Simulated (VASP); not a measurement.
# MgBe2SeS2 (P-6m2) in VASP: a series of runs, part 2 of 2

VASP 6.6.1. Earlier steps stand in the parts before.

### 3 Single point, PBE

This run uses another cell than the first one, of 15.98 Å³/atom, 1.217 times its volume.

The input, INCAR:

```
PREC = Accurate
ENCUT = 520
EDIFF = 1E-6
ISMEAR = 0
SIGMA = 0.1
LREAL = False
LASPH = True
NELM = 100
ALGO = Normal
ISIF = 2
LWAVE = False
LCHARG = True
GGA = PE
LELF = True
LVHAR = True
NBANDS = 21
```

The input, KPOINTS:

```
Automatic mesh
0
Gamma
  6 6 4
```

The input, POSCAR:

```
MgBe2SeS2
1.0
    4.6776108759     -0.0000000032      0.0000000000
   -2.3388054352      4.0509298491      0.0000000000
    0.0000000000      0.0000000000      5.0587073666
Mg Be Se S
1 2 1 2
Direct
    0.0000000000      0.0000000000      0.5000000000
    0.6666666667      0.3333333333      0.5000000000
    0.0000000000      0.0000000000      0.0000000000
    0.3333333333      0.6666666667      0.0000000000
    0.3333333333      0.6666666667      0.5000000000
    0.6666666667      0.3333333333      0.0000000000
```

Potentials or basis: VASP PAW PBE potentials, release 64 (Mg, Be, Se, S).

On the command line:

```
cat potpaw_PBE.64/Mg/POTCAR potpaw_PBE.64/Be/POTCAR potpaw_PBE.64/Se/POTCAR potpaw_PBE.64/S/POTCAR > POTCAR
mpirun -np 1 vasp_std > vasp.out
```

OUTCAR:

```text
PREC = Accurate
   ENCUT = 520
   EDIFF = 1E-6
   ISMEAR = 0
   LREAL = False
   LASPH = True
   NELM = 100
   ISIF = 2
   GGA = PE

 ion  position               nearest neighbor table
   1  0.000  0.000  0.500-   3 2.53   3 2.53   5 2.70   2 2.70   5 2.70   2 2.70   2 2.70   5 2.70

   2  0.667  0.333  0.500-   6 2.53   6 2.53   1 2.70   1 2.70   1 2.70
   3  0.000  0.000  0.000-   1 2.53   1 2.53
   4  0.333  0.667  0.000-   5 2.53   5 2.53   6 2.70   6 2.70   6 2.70
   5  0.333  0.667  0.500-   4 2.53   4 2.53   1 2.70   1 2.70   1 2.70
   6  0.667  0.333  0.000-   2 2.53   2 2.53   4 2.70   4 2.70   4 2.70

  LATTYP: Found a hexagonal cell.
 ALAT       =     4.6776108759
 C/A-ratio  =     1.0814724655

  Lattice vectors:

 A1 = (   4.6776108759,  -0.0000000032,   0.0000000000)
 A2 = (  -2.3388054352,   4.0509298491,   0.0000000000)
 A3 = (   0.0000000000,   0.0000000000,   5.0587073666)

Analysis of symmetry for initial positions (statically):
=====================================================================
 Subroutine PRICEL returns:
 Original cell was already a primitive cell.

 Routine SETGRP: Setting up the symmetry group for a
 hexagonal supercell.

 Subroutine GETGRP returns: Found 12 space group operations
 (whereof 12 operations were pure point group operations)
 out of a pool of 24 trial point group operations.

The static configuration has the point symmetry D_3h.

Analysis of symmetry for dynamics (positions and initial velocities):
=====================================================================
 Subroutine PRICEL returns:
 Original cell was already a primitive cell.

 Routine SETGRP: Setting up the symmetry group for a
 hexagonal supercell.

 Subroutine GETGRP returns: Found 12 space group operations
 (whereof 12 operations were pure point group operations)
[... 125 lines left out ...]
     AMIX     =   0.40;   BMIX     =  1.00
     AMIX_MAG =   1.60;   BMIX_MAG =  1.00
  volume/ion in A,a.u.               =      15.98       107.81
  Fermi-wavevector in a.u.,A,eV,Ry     =   1.031824  1.949865 14.485600  1.064662
  Thomas-Fermi vector in A             =   2.165992
   LORBIT       =      0    0 simple, 1 ext, 2 COOP (PROOUT), +10 PAW based schemes
   GGA     = PE    functional components
   LHFCALC =     F    Hartree Fock is set to
   AEXX    =    0.0000 exact exchange contribution
   IVDW    =     0    specifies the selected vdW correction
   LEPSILON=     F    determine dielectric tensor
   LRPA    =     F    only Hartree local field effects (RPA)
 non-spin polarized calculation
 Gauss-broadening in eV      SIGMA  =   0.10
  energy-cutoff  :      520.00
  volume of cell :       95.86
 maximum number of plane-waves:      2595
 NGX is ok and might be reduce to    36
   NGX = 17   NGY = 17   NGZ = 19

 number of electron      23.9999995 magnetization

 Free energy of the ion-electron system (eV)
  ---------------------------------------------------
  ext. energy  EPLUGINS =         0.00000000
  ---------------------------------------------------
  free energy    TOTEN  =       -17.92013940 eV

  energy without entropy =      -17.90723612  energy(sigma->0) =      -17.91368776

 E-fermi :   5.8908     XC(G=0): -10.0376

 val. band max:        5.8805807921   @ k =   0.1667  -0.0000   0.2500
 cond. band min:       5.9465408271   @ k =   0.3333   0.3333   0.5000
 fundamental gap:      0.0659600350
 Fermi energy:         5.8908029306

 k-point     1 :       0.0000    0.0000    0.0000
  band No.  band energies     occupation
      1     -10.3867      2.00000
      2      -7.3628      2.00000
      3      -5.2710      2.00000
      4      -1.8007      2.00000
      5       0.0490      2.00000
      6       0.0490      2.00000
[... 493 lines left out ...]
     20      11.6610      0.00000
     21      11.8156      0.00000

------------------------ aborting loop because EDIFF is reached ----------------------------------------

  FORCE on cell =-STRESS in cart. coord.  units (eV):
  Direction    XX          YY          ZZ          XY          YZ          ZX
  --------------------------------------------------------------------------------------
  -------------------------------------------------------------------------------------
  Total        0.0165168      0.0165168      0.1954332     -0.0000000      0.0000000     -0.0000000
  in kB        0.2760689      0.2760689      3.2665601     -0.0000000      0.0000000     -0.0000000
  external PRESSURE =       1.2728993 kB  Pullay stress =       0.0000000 kB

 VOLUME and BASIS-vectors are now :
 -----------------------------------------------------------------------------
  energy-cutoff  :      520.00
  volume of cell :       95.86
      direct lattice vectors                 reciprocal lattice vectors
     4.677610876 -0.000000003  0.000000000     0.213784350  0.123428452  0.000000000
    -2.338805435  4.050929849  0.000000000     0.000000000  0.246856904  0.000000000
     0.000000000  0.000000000  5.058707367     0.000000000  0.000000000  0.197678958

 POSITION                                       TOTAL-FORCE (eV/Angst)
 -----------------------------------------------------------------------------------
      0.00000      0.00000      2.52935        -0.000000      0.000000      0.000000
      2.33881      1.35031      2.52935        -0.000000      0.000000      0.000000
      0.00000      0.00000      0.00000        -0.000000      0.000000      0.000000
      0.00000      2.70062      0.00000         0.000000      0.000000      0.000000
      0.00000      2.70062      2.52935        -0.000000     -0.000000      0.000000
      2.33881      1.35031      0.00000         0.000000     -0.000000      0.000000
 -----------------------------------------------------------------------------------
    total drift:                                0.000000     -0.000000      0.000000

  FREE ENERGIE OF THE ION-ELECTRON SYSTEM (eV)
  ---------------------------------------------------
  free  energy   TOTEN  =       -17.9201393978 eV

  energy  without entropy=      -17.9072361222  energy(sigma->0) =      -17.91368776
```

It took 23 s on 1 thread of Intel Xeon Platinum 8488C (Sapphire Rapids), shared host; peak memory 0.24 GiB.

Results:

```
Free energy            : -17.9201 eV
Pressure               : 0.1 GPa
Band gap on the k mesh : zero (band 12 reaches 6.33 eV, above the bottom of band 13 at 4.74 eV)
```

Stress tensor (GPa, compression positive):
```
0.03 0.00 0.00
0.00 0.03 0.00
0.00 0.00 0.33
```

### 4 Relaxation of cell and atoms, PBE

The input, INCAR:

```
SYSTEM = MgBe2SeS2
PREC = Accurate
ENCUT = 600
EDIFF = 1E-6
ISMEAR = 0
SIGMA = 0.1
LREAL = .FALSE.
LASPH = .TRUE.
NELM = 80
ALGO = Normal
ISIF = 3
LWAVE = .FALSE.
LCHARG = .FALSE.
GGA = PE
IBRION = 2
NSW = 90
EDIFFG = -0.04
```

The input, KPOINTS:

```
Automatic mesh
0
G
  6 6 4
  0 0 0
```

The input, POSCAR:

```
MgBe2SeS2
1.0
    4.2659487900      0.0000000000      0.0000000000
   -2.1329743900      3.6944200200      0.0000000000
    0.0000000000      0.0000000000      4.9993786500
Mg Be Se S
1 2 1 2
Direct
    0.0000000000      0.0000000000      0.5000000000
    0.6666666700      0.3333333300      0.5000000000
    0.0000000000      0.0000000000      0.0000000000
    0.3333333300      0.6666666700      0.0000000000
    0.3333333300      0.6666666700      0.5000000000
    0.6666666700      0.3333333300      0.0000000000
```

On the command line:

```
cat potpaw_PBE.64/Mg/POTCAR potpaw_PBE.64/Be/POTCAR potpaw_PBE.64/Se/POTCAR potpaw_PBE.64/S/POTCAR > POTCAR
mpirun -np 1 vasp_std > vasp.out
```

Wall time 70 s (1 thread of Intel Xeon Platinum 8488C (Sapphire Rapids), shared host); peak memory 0.25 GiB.

It converged, with:

| Item | Value |
| --- | --- |
| Free energy | -17.9186 eV |
| Relaxed volume | 16.04 Å³/atom |
| Relaxed cell | a = 4.684 Å, b = 4.684 Å, c = 5.066 Å, α = 90.00°, β = 90.00°, γ = 120.00° |
| Space group after relaxing (to 0.05 Å) | P-6m2 (No. 187) |
| Energy gained by relaxing | 188.5 meV/atom |
| Ionic steps | 5 |
| Pressure after relaxing | -0.1 GPa |
| Band gap on the k mesh | zero (band 12 reaches 6.28 eV, above the bottom of band 13 at 4.69 eV) |

Stress tensor (GPa, compression positive):
```
-0.22  0.00  0.00
 0.00 -0.22  0.00
 0.00  0.00  0.00
```

Step by step:
```csv
step,energy change (eV),largest force (eV/Å),pressure (GPa),volume (Å³)
1,0.0000,0.0000,18.72,78.79
2,-1.1208,0.0000,-0.70,97.33
3,-1.1290,0.0000,0.51,95.35
4,-1.1290,0.0000,0.29,95.70
5,-1.1312,0.0000,-0.15,96.26
```

Final structure:
```
CELL_PARAMETERS angstrom
4.68389 0.00000 0.00000
-2.34195 4.05637 0.00000
0.00000 0.00000 5.06640
ATOMIC_POSITIONS crystal
Mg 0.00000 0.00000 0.50000
Be 0.66667 0.33333 0.50000
Be 0.00000 0.00000 0.00000
Se 0.33333 0.66667 0.00000
S 0.33333 0.66667 0.50000
S 0.66667 0.33333 0.00000
```

Levels at points of the mesh, in eV from the Fermi level:
```
           k point  band 8  band 9  band 10  band 11  band 12  band 13  band 14  band 15  band 16
(0.00, 0.00, 0.00)   -3.79   -3.67    -2.97    -2.45    -2.45    -0.15     1.38     1.38     1.44
(0.50, 0.00, 0.00)   -4.53   -3.83    -1.01    -0.64    -0.18     0.38     0.80     3.35     3.39
(0.00, 0.00, 0.50)   -4.35   -2.88    -2.79    -2.79    -2.20    -1.15    -0.27     0.23     0.23
(0.50, 0.00, 0.50)   -3.75   -2.68    -2.02    -0.84    -0.78     0.49     1.02     2.57     2.61
```

Caveat: the volume moved by over 15 % at a fixed basis, so the end points are rough.

### 5 Summary

```tsv
task	cell	cutoff (eV)	gap on the mesh (eV)	pressure (GPa)
single point	a = 4.266, b = 4.266, c = 4.999 Å, angles 90.0, 90.0, 120.0°, 6 atoms	520	none	18.7
single point	a = 4.678, b = 4.678, c = 5.059 Å, angles 90.0, 90.0, 120.0°, 6 atoms	520	none	0.1
relaxation of cell and atoms	relaxed from a = 4.266, b = 4.266, c = 4.999 Å, angles 90.0, 90.0, 120.0°, 6 atoms	600	none	-0.1
```

Alike in all rows: level PBE; potentials or basis VASP PAW PBE potentials, release 64 (Mg, Be, Se, S); no spin polarisation; k mesh 6 × 6 × 4; smearing gaussian 0.1 eV.

Caveats: the volume moved by over 15 % at a fixed basis, so the end points are rough (some runs).

Total energies depend on the potentials used, so only differences within one code and one set of settings carry meaning.
